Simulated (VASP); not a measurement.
The system is BaS.

```xyz
2
Lattice="0.0000 3.1938 3.1938 3.1938 0.0000 3.1938 3.1938 3.1938 0.0000" Properties=species:S:1:pos:R:3 pbc="T T T"
Ba    0.0000    0.0000    0.0000
S     3.1938    3.1938    3.1938
```

* Program: VASP 6.6.1
* Task: relaxation of cell and atoms
* Functional: LDA
* Potentials or basis: VASP PAW LDA potentials, release 64 (Ba_sv, S)
* Cutoff: 500 eV
* k mesh: 8 × 8 × 8
* Occupations: gaussian, width 0.02 eV
* Spin: no spin polarisation

At the start: pressure -1.8 GPa; volume 32.58 Å³/atom.

Task: How do energy, volume and symmetry change on relaxing?

Result: Over 3 steps the energy falls by 7.6 meV/atom and the volume is 31.30 Å³/atom (-3.9 %); space group Fm-3m (No. 225, to 0.05 Å).

Step by step:
| step | energy change (eV) | largest force (eV/Å) | pressure (GPa) | volume (Å³) |
| --- | --- | --- | --- | --- |
| 1 | 0.0000 | 0.0000 | -1.85 | 65.15 |
| 2 | -0.0131 | 0.0000 | 0.77 | 61.68 |
| 3 | -0.0153 | 0.0000 | 0.00 | 62.59 |

Final structure:
```yaml
crystal:
  lattice:
    - [0.00000, 3.15136, 3.15136]
    - [3.15136, 0.00000, 3.15136]
    - [3.15136, 3.15136, 0.00000]
  atoms:
    - { symbol: Ba, position: [0.00000, 0.00000, 0.00000] }
    - { symbol: S, position: [0.50000, 0.50000, 0.50000] }
```
